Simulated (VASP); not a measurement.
Wanted: the native input for a VASP 6.6.1 run.

- Task: single point
- Functional: LDA
- Potentials or basis: VASP PAW LDA potentials, release 64 (Sn_d, O_h)
- Cutoff: 1340 eV
- k mesh: 4 × 3 × 3
- Occupations: gaussian, width 0.01 eV
- Spin: no spin polarisation
- Dipole correction: no
- Further INCAR settings: ALGO = Normal; EDIFF = 1e-06; NBANDS = 28

The structure of SnO lies in POSCAR:

```
SnO
1.0
    3.3550050000      0.0000000000      0.0000000000
    0.0000000000      5.6741040000      0.0000000000
    0.0000000000      0.0000000000      4.2219700000
Sn O
2 2
Direct
   -0.0048946240      0.2037114890      0.4907251762
    0.4984335668      0.7518531605     -0.0113272404
   -0.0036591000      0.8824245194      0.7351993962
    0.4961182099      0.0718739796      0.2385312679
```

These files were run (other wordings do the same):

INCAR

```
SYSTEM = SnO
PREC = Accurate
ENCUT = 1340
EDIFF = 1E-6
ISMEAR = 0
SIGMA = 0.01
LREAL = .False.
LASPH = .True.
NELM = 120
ALGO = Normal
ISIF = 2
LWAVE = .False.
LCHARG = .False.
GGA = CA
NBANDS = 28
GGA_COMPAT = .False.
```

KPOINTS

```
Automatic mesh
0
Gamma
  4 3 3
  0 0 0
```

Potentials or basis: VASP PAW LDA potentials, release 64 (Sn_d, O_h).

The run is started by

```sh
$ cat potpaw_LDA.64/Sn_d/POTCAR potpaw_LDA.64/O_h/POTCAR > POTCAR
$ mpirun -np 1 vasp_std > vasp.out
```

Results of the run:

```json
{"Pressure": "-1.6 GPa", "Largest force": "0.178 eV/Å", "Band gap on the k mesh": "1.57 eV (least direct gap 2.24 eV)"}
```

Caveat: the k points lie up to 0.50 Å⁻¹ apart; spin-orbit coupling is left out, which moves the levels of the heavy elements.

It took 110 s on 1 thread of Intel(R) Xeon(R) Platinum 8375C CPU @ 2.90GHz (Ice Lake) (shared host), peak memory 0.37 GiB.
